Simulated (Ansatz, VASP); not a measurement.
# One calculation of In, two programs

INCAR

```
ALGO     = Normal         # electronic algorithm
EDIFF    = 1E-7           # SCF threshold, eV
ENCUT    = 520            # plane-wave cutoff, eV
GGA      = RE             # functional
ISIF     = 2              # what is computed and relaxed
ISMEAR   = -1             # smearing method
LASPH    = True           # aspherical terms in the spheres
LCHARG   = True           # write CHGCAR
LELF     = True           # ELF
LREAL    = False          # projectors in reciprocal space
LVHAR    = True         
LWAVE    = False          # write WAVECAR
NBANDS   = 20             # bands
NELM     = 100            # most SCF steps
PREC     = Accurate       # precision mode
SIGMA    = 0.1            # smearing width, eV
```

File KPOINTS:

```
k-points
0
Gamma
  13 13 11
```

POSCAR

```
In
1.0
   -3.9940760075      3.9658417229      1.6348853721
    3.9658417229     -3.9940760075      1.6348853721
    2.2043466977      2.2043466977     -1.6865965159
In
2
Direct
    0.9991831451      0.0008168549      1.0000000000
    0.7508168549      0.2491831451      0.5000000000
```

Input for Ansatz:

```yaml
crystal:
  lattice:
    - [-3.9940760075, 3.9658417229, 1.6348853721]
    - [3.9658417229, -3.9940760075, 1.6348853721]
    - [2.2043466977, 2.2043466977, -1.6865965159]
  atoms:
    - { symbol: In, position: [0.9991831451, 0.0008168549, 1.0] }
    - { symbol: In, position: [0.7508168549, 0.2491831451, 0.5] }
hamiltonian:
  xc: revpbe
  pseudopotentials:
    kind: paw
    azcp:
      In: "pseudopotentials/In.paw.azcp"
basis:
  ecutwfc: 420
  fft_grid_basis: typed
kpoints:
  mp_grid: { grid: [13, 13, 11], shift: [0, 0, 0] }
magnetization:
  spin_polarized: false
scf:
  occupations: { method: fermi_dirac, width: 0.1 }
  lower_state_search: "off"
output:
  stress: true
  write_density: true
  write_potential: true
  elf: true
  volumetric_format: npy
```

Alike in both runs: task single point; functional revPBE; k mesh 13 × 13 × 11; occupations fermi-dirac, width 0.1 eV; no spin polarisation.

|  | VASP | Ansatz |
| --- | --- | --- |
| version | VASP 6.6.1 | Ansatz 0.2.0 |
| potentials or method | VASP PAW PBE potentials, release 64 (In_d), cutoff 520 eV | plane waves (420 eV) with PAW, scalar-relativistic |
| valence electrons in the cell | 26 | 26 |

```tsv
	VASP	Ansatz	Ansatz less VASP
pressure (GPa)	0.0	0.0	+0.03
traceless stress, the component that is largest in VASP (GPa)	-0.26	-0.26	-0.002
```

VASP's potentials were made for PBE, not for revPBE. The functional is the same, so the differences come from potentials, cutoffs and numerics.
